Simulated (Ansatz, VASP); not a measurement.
Two plane-wave programs on NaH

```
CELL_PARAMETERS angstrom
3.31916 0.00000 0.00000
-1.65958 2.87448 0.00000
0.00000 0.00000 5.83095
ATOMIC_POSITIONS crystal
Na 0.00000 0.00000 0.00000
Na 0.00000 0.00000 0.50000
H 0.33333 0.66667 0.25000
H 0.66667 0.33333 0.75000
```

Alike in both runs: task single point; functional HSE06; k mesh 6 × 6 × 2; no spin polarisation.

|  | VASP | Ansatz |
| --- | --- | --- |
| version | VASP 6.6.1 | Ansatz 0.2.0 |
| potentials or method | VASP PAW PBE potentials, release 64 (Na_pv, H) | plane waves, PAW |
| plane-wave cutoff (eV) | 520 | 420 |
| occupations | gaussian, width 0.01 eV | fixed |
| valence electrons in the cell | 16 | 20 |

```csv
,VASP,Ansatz,Ansatz less VASP
gap on the k mesh at the Fermi level (eV),4.50,4.50,+0.004
pressure (GPa),0.2,0.2,0.00
"traceless stress, the component that is largest in VASP (GPa)",0.11,0.11,+0.006
```

VASP's potentials hold 16 valence electrons a cell and Ansatz's 20, so a difference there can come from the potentials and not from the codes. Ansatz's warnings: stress exchange threshold loose, stress scf threshold loose.

The k mesh is coarse, so the values compare programs but aren't converged.
